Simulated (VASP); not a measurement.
# CdSe (P6_3mc) in VASP: notebook

Aim: see how the results for CdSe move with the level of theory and the settings. Levels: PBE, r2SCAN. Tasks: single point.

Everything below comes from runs of VASP 6.6.1. Logs are shortened: lines on timing, memory, paths and dates and some standing lists are left out, and cuts for length are marked.

## 1. The cell of the first run

The structure is hexagonal, space group P6_3mc (No. 186). Conventional cell: a = 4.514 Å, b = 4.514 Å, c = 7.360 Å, α = 90.00°, β = 90.00°, γ = 120.00°. Within 3.6 Å of Cd (site symmetry 3m) lie 4 Se at 2.76 to 2.77 Å. Se (site symmetry 3m) has 4 Cd at 2.76 to 2.77 Å within 3.6 Å.

## 2. Single point, PBE (strain +4.0%)

INCAR

```
PREC = Accurate
ENCUT = 500
EDIFF = 1E-6
ISMEAR = -1
SIGMA = 0.02
LREAL = False
LASPH = True
NELM = 120
ALGO = Normal
ISIF = 2
LWAVE = False
LCHARG = False
GGA = PE
NBANDS = 26
GGA_COMPAT = False
```

KPOINTS

```
Automatic mesh
0
Gamma
  12 12 4
```

POSCAR

```
CdSe
1.0
    4.5143526119      0.0000000000      0.0000000000
   -2.2571763059      3.9095440436      0.0000000000
    0.0000000000      0.0000000000      7.3597118217
Cd Se
2 2
Direct
    0.3333333333      0.6666666667     -0.0006513753
    0.6666666667      0.3333333333      0.4993486247
    0.3333333333      0.6666666667      0.3756513753
    0.6666666667      0.3333333333      0.8756513753
```

Potentials or basis: VASP PAW PBE potentials, release 64 (Cd, Se).

On the command line:

```bash
$ cat potpaw_PBE.64/Cd/POTCAR potpaw_PBE.64/Se/POTCAR > POTCAR
$ mpirun -np 1 vasp_std > vasp.out
```

OUTCAR:

```text
PREC = Accurate
   ENCUT = 500
   EDIFF = 1E-6
   ISMEAR = -1
   LREAL = False
   LASPH = True
   NELM = 120
   ISIF = 2
   GGA = PE

 ion  position               nearest neighbor table
   1  0.333  0.667  0.999-   4 2.76   4 2.76   4 2.76   3 2.77
   2  0.667  0.333  0.499-   3 2.76   3 2.76   3 2.76   4 2.77
   3  0.333  0.667  0.376-   2 2.76   2 2.76   2 2.76   1 2.77
   4  0.667  0.333  0.876-   1 2.76   1 2.76   1 2.76   2 2.77

  LATTYP: Found a hexagonal cell.
 ALAT       =     4.5143526119
 C/A-ratio  =     1.6302917504

  Lattice vectors:

 A1 = (   4.5143526119,   0.0000000000,   0.0000000000)
 A2 = (  -2.2571763059,   3.9095440436,   0.0000000000)
 A3 = (   0.0000000000,   0.0000000000,   7.3597118217)

Analysis of symmetry for initial positions (statically):
=====================================================================
 Subroutine PRICEL returns:
 Original cell was already a primitive cell.

 Routine SETGRP: Setting up the symmetry group for a
 hexagonal supercell.

 Subroutine GETGRP returns: Found 12 space group operations
 (whereof  6 operations were pure point group operations)
 out of a pool of 24 trial point group operations.

The static configuration has the point symmetry C_3v.
 The point group associated with its full space group is C_6v.

Analysis of symmetry for dynamics (positions and initial velocities):
=====================================================================
 Subroutine PRICEL returns:
 Original cell was already a primitive cell.

 Routine SETGRP: Setting up the symmetry group for a
 hexagonal supercell.

 Subroutine GETGRP returns: Found 12 space group operations
 (whereof  6 operations were pure point group operations)
 out of a pool of 24 trial point group operations.

The dynamic configuration has the point symmetry C_3v.
 The point group associated with its full space group is C_6v.

 Subroutine INISYM returns: Found 12 space group operations
 (whereof  6 operations are pure point group operations),
 and found     1 'primitive' translations

----------------------------------------------------------------------------------------

                                     Primitive cell

  volume of cell :     129.8920

  direct lattice vectors                    reciprocal lattice vectors
     4.514352612  0.000000000  0.000000000     0.221515705  0.127892152  0.000000000
    -2.257176306  3.909544044  0.000000000     0.000000000  0.255784303  0.000000000
     0.000000000  0.000000000  7.359711822     0.000000000  0.000000000  0.135874885

  length of vectors
     4.514352612  4.514352612  7.359711822     0.255784303  0.255784303  0.135874885

  position of ions in fractional coordinates (direct lattice)
     0.333333333  0.666666667  0.999348625
     0.666666667  0.333333333  0.499348625
     0.333333333  0.666666667  0.375651375
     0.666666667  0.333333333  0.875651375

  ion indices of the primitive-cell ions
   primitive index   ion index
                 1           1
                 2           2
                 3           3
                 4           4

----------------------------------------------------------------------------------------

 KPOINTS: Automatic mesh

Automatic generation of k-mesh.
 Grid dimensions read from file:
 generate k-points for:   12   12    4

 Generating k-lattice:

  Cartesian coordinates                     Fractional coordinates (reciprocal lattice)
     0.018459642  0.010657679  0.000000000     0.083333333  0.000000000  0.000000000
     0.000000000  0.021315359  0.000000000     0.000000000  0.083333333  0.000000000
     0.000000000  0.000000000  0.033968721     0.000000000  0.000000000  0.250000000

  Length of vectors
     0.021315359  0.021315359  0.033968721

  Shift w.r.t. Gamma in fractional coordinates (k-lattice)
     0.000000000  0.000000000  0.000000000

 Subroutine IBZKPT returns following result:
 ===========================================

 Found     57 irreducible k-points:

 Following reciprocal coordinates:
            Coordinates               Weight
  0.000000  0.000000  0.000000      1.000000
  0.083333  0.000000  0.000000      6.000000
  0.166667  0.000000  0.000000      6.000000
  0.250000  0.000000  0.000000      6.000000
  0.333333  0.000000  0.000000      6.000000
  0.416667  0.000000  0.000000      6.000000
[... 16 lines left out ...]
  0.250000  0.000000  0.250000     12.000000
  0.333333  0.000000  0.250000     12.000000
 [... further k-points ...]
   k-points           NKPTS =     57   k-points in BZ     NKDIM =     57   number of bands    NBANDS=     26
   number of dos      NEDOS =    301   number of ions     NIONS =      4
   total plane-waves  NPLWV =  69984
   dimension x,y,z NGX =    36 NGY =   36 NGZ =   54
   dimension x,y,z NGXF=    72 NGYF=   72 NGZF=  108
   ions per type =               2   2
   NGX,Y,Z   is equivalent  to a cutoff of  13.26, 13.26, 12.20 a.u.
   NGXF,Y,Z  is equivalent  to a cutoff of  26.51, 26.51, 24.40 a.u.
 SYSTEM =  unknown system
   PREC   = accura    normal or accurate (medium, high low for compatibility)
   ISTART =      0    job   : 0-new  1-cont  2-samecut
   ICHARG =      2    charge: 1-file 2-atom 10-const
   ISPIN  =      1    spin polarized calculation?
   LNONCOLLINEAR =      F non collinear calculations
   LSORBIT =      F    spin-orbit coupling
   LASPH  =      T    aspherical Exc in radial PAW
   ENCUT  =  500.0 eV  36.75 Ry    6.06 a.u.   8.23  8.23 13.42*2*pi/ulx,y,z
   NELM   =    120;   NELMIN=  2; NELMDL= -5     # of ELM steps
   EDIFF  = 0.1E-05   stopping-criterion for ELM
   LREAL  =      F    real-space projection
   EDIFFG = 0.1E-04   stopping-criterion for IOM
   NSW    =      0    number of steps for IOM
   IBRION =     -1    ionic relax: 0-MD 1-quasi-New 2-CG
   NFREE  =      0    steps in history (QN), initial steepest desc. (CG)
   ISIF   =      2    stress and relaxation
   ISYM   =      2    0-nonsym 1-usesym 2-fastsym
   POTIM  = 0.5000    time-step for ionic-motion
   TEBEG  =    0.0;   TEEND  =   0.0 temperature during run
   PSTRESS=    0.0 pullay stress
   NELECT =      36.0000    total number of electrons
   NUPDOWN=      -1.0000    fix difference up-down
   EMIN   =  10.00;   EMAX   =-10.00  energy-range for DOS
   EFERMI =   0.00;   METHOD = LEGACY
   ISMEAR =    -1;   SIGMA  =   0.02  broadening in eV -4-tet -1-fermi 0-gaus
   EFERMI_NEDOS =   21; number of points for ismear=-14 and -15
   IALGO  =     38    algorithm
   IMIX   =      4    mixing-type and parameters
     AMIX     =   0.40;   BMIX     =  1.00
     AMIX_MAG =   1.60;   BMIX_MAG =  1.00
  volume/ion in A,a.u.               =      32.47       219.14
  Fermi-wavevector in a.u.,A,eV,Ry     =   1.067370  2.017036 15.500819  1.139278
  Thomas-Fermi vector in A             =   2.202984
   LORBIT       =      0    0 simple, 1 ext, 2 COOP (PROOUT), +10 PAW based schemes
   GGA     = PE    functional components
   LHFCALC =     F    Hartree Fock is set to
   AEXX    =    0.0000 exact exchange contribution
   IVDW    =     0    specifies the selected vdW correction
   LEPSILON=     F    determine dielectric tensor
   LRPA    =     F    only Hartree local field effects (RPA)
 non-spin polarized calculation
  energy-cutoff  :      500.00
  volume of cell :      129.89
 maximum number of plane-waves:      3317
 NGX is ok and might be reduce to    36
   NGX = 17   NGY = 17   NGZ = 27

 number of electron      35.9999989 magnetization

 Free energy of the ion-electron system (eV)
  ---------------------------------------------------
  ext. energy  EPLUGINS =         0.00000000
  ---------------------------------------------------
  free energy    TOTEN  =       -10.89238150 eV

  energy without entropy =      -10.89238112  energy(sigma->0) =      -10.89238131

 E-fermi :   0.0985     XC(G=0):  -8.2437

 val. band max:       -0.0906334370   @ k =   0.0000   0.0000   0.0000
 cond. band min:       0.2629504200   @ k =   0.0000   0.0000   0.0000
 fundamental gap:      0.3535838569
 Fermi energy:         0.0985446003

 k-point     1 :       0.0000    0.0000    0.0000
  band No.  band energies     occupation
      1     -11.9875      2.00000
      2     -11.7243      2.00000
      3      -7.6443      2.00000
      4      -7.6419      2.00000
      5      -7.6419      2.00000
      6      -7.5980      2.00000
[... 18 lines left out ...]
     25       6.7380      0.00000
     26       7.0645      0.00000

 k-point     2 :       0.0833    0.0000    0.0000
  band No.  band energies     occupation
      1     -11.9722      2.00000
      2     -11.7171      2.00000
      3      -7.6405      2.00000
      4      -7.6366      2.00000
      5      -7.6276      2.00000
      6      -7.5915      2.00000
[... 18 lines left out ...]
     25       6.8753      0.00000
     26       6.9786      0.00000

 k-point     3 :       0.1667    0.0000    0.0000
  band No.  band energies     occupation
      1     -11.9296      2.00000
      2     -11.6983      2.00000
      3      -7.6276      2.00000
      4      -7.6229      2.00000
      5      -7.5889      2.00000
      6      -7.5719      2.00000
[... 18 lines left out ...]
     25       6.8035      0.00000
     26       7.2569      0.00000

 k-point     4 :       0.2500    0.0000    0.0000
  band No.  band energies     occupation
      1     -11.8689      2.00000
      2     -11.6745      2.00000
      3      -7.6118      2.00000
      4      -7.6064      2.00000
      5      -7.5496      2.00000
      6      -7.5460      2.00000
[... 18 lines left out ...]
     25       7.0031      0.00000
     26       7.7145      0.00000
[... 496 lines left out ...]
      1     -11.8949      2.00000
      2     -11.7312      2.00000
      3      -7.6173      2.00000
      4      -7.6163      2.00000
      5      -7.5834      2.00000
      6      -7.5802      2.00000
[... 18 lines left out ...]
     25       6.8427      0.00000
     26       7.0025      0.00000

 k-point    23 :       0.2500    0.0000    0.2500
  band No.  band energies     occupation
      1     -11.8392      2.00000
      2     -11.7016      2.00000
      3      -7.6032      2.00000
      4      -7.5978      2.00000
      5      -7.5593      2.00000
      6      -7.5550      2.00000
[... 18 lines left out ...]
     25       6.9360      0.00000
     26       7.5213      0.00000

 k-point    24 :       0.3333    0.0000    0.2500
  band No.  band energies     occupation
      1     -11.7804      2.00000
      2     -11.6747      2.00000
      3      -7.5923      2.00000
      4      -7.5819      2.00000
      5      -7.5377      2.00000
      6      -7.5308      2.00000
[... 18 lines left out ...]
     25       7.0781      0.00000
     26       8.0732      0.00000

 [... further k-points ...]

------------------------ aborting loop because EDIFF is reached ----------------------------------------

  FORCE on cell =-STRESS in cart. coord.  units (eV):
  Direction    XX          YY          ZZ          XY          YZ          ZX
  --------------------------------------------------------------------------------------
  -------------------------------------------------------------------------------------
  Total       -2.4453091     -2.4453091     -2.4254287     -0.0000000      0.0000000      0.0000000
  in kB      -30.1621265    -30.1621265    -29.9169074     -0.0000000      0.0000000      0.0000000
  external PRESSURE =     -30.0803868 kB  Pullay stress =       0.0000000 kB

 VOLUME and BASIS-vectors are now :
 -----------------------------------------------------------------------------
  energy-cutoff  :      500.00
  volume of cell :      129.89
      direct lattice vectors                 reciprocal lattice vectors
     4.514352612  0.000000000  0.000000000     0.221515705  0.127892152  0.000000000
    -2.257176306  3.909544044  0.000000000     0.000000000  0.255784303  0.000000000
     0.000000000  0.000000000  7.359711822     0.000000000  0.000000000  0.135874885

 POSITION                                       TOTAL-FORCE (eV/Angst)
 -----------------------------------------------------------------------------------
     -0.00000      2.60636      7.35492         0.000000     -0.000000      0.002415
      2.25718      1.30318      3.67506        -0.000000      0.000000      0.002415
     -0.00000      2.60636      2.76469        -0.000000     -0.000000     -0.002415
      2.25718      1.30318      6.44454        -0.000000      0.000000     -0.002415
 -----------------------------------------------------------------------------------
    total drift:                               -0.000000      0.000000      0.000029

  FREE ENERGIE OF THE ION-ELECTRON SYSTEM (eV)
  ---------------------------------------------------
  free  energy   TOTEN  =       -10.8923815050 eV

  energy  without entropy=      -10.8923811197  energy(sigma->0) =      -10.89238131
```

It took 2.1 min on 1 thread of Intel Xeon Platinum 8375C at 2.90GHz (Ice Lake), shared host; peak memory 0.34 GiB.

What came out:

```
Free energy            : -10.8924 eV
Pressure               : -3.0 GPa
Band gap on the k mesh : 0.35 eV, direct
```

Forces on the atoms (eV/Å):
```
Cd   0.000  0.000  0.002
Cd   0.000  0.000  0.002
Se   0.000  0.000 -0.002
Se   0.000  0.000 -0.002
```

Levels at points of the mesh, in eV from the valence-band top:
| k point | band 14 | band 15 | band 16 | band 17 | band 18 | band 19 | band 20 | band 21 | band 22 | band 23 |
| --- | --- | --- | --- | --- | --- | --- | --- | --- | --- | --- |
| (0.00, 0.00, 0.00) | -0.58 | -0.58 | -0.03 | 0.00 | 0.00 | 0.35 | 2.02 | 5.82 | 5.82 | 6.08 |
| (0.50, 0.00, 0.00) | -3.10 | -2.07 | -1.42 | -1.00 | -0.58 | 2.89 | 3.27 | 4.80 | 5.64 | 6.39 |
| (0.00, 0.00, 0.50) | -2.32 | -0.30 | -0.30 | -0.30 | -0.30 | 2.07 | 2.07 | 5.62 | 5.62 | 6.18 |
| (0.50, 0.00, 0.50) | -3.54 | -1.05 | -1.05 | -1.03 | -1.03 | 2.81 | 2.81 | 4.79 | 4.79 | 7.30 |

Caveat: the cell differs from its parent crystal (strain +4.0%).

[end of part 1 of 2]
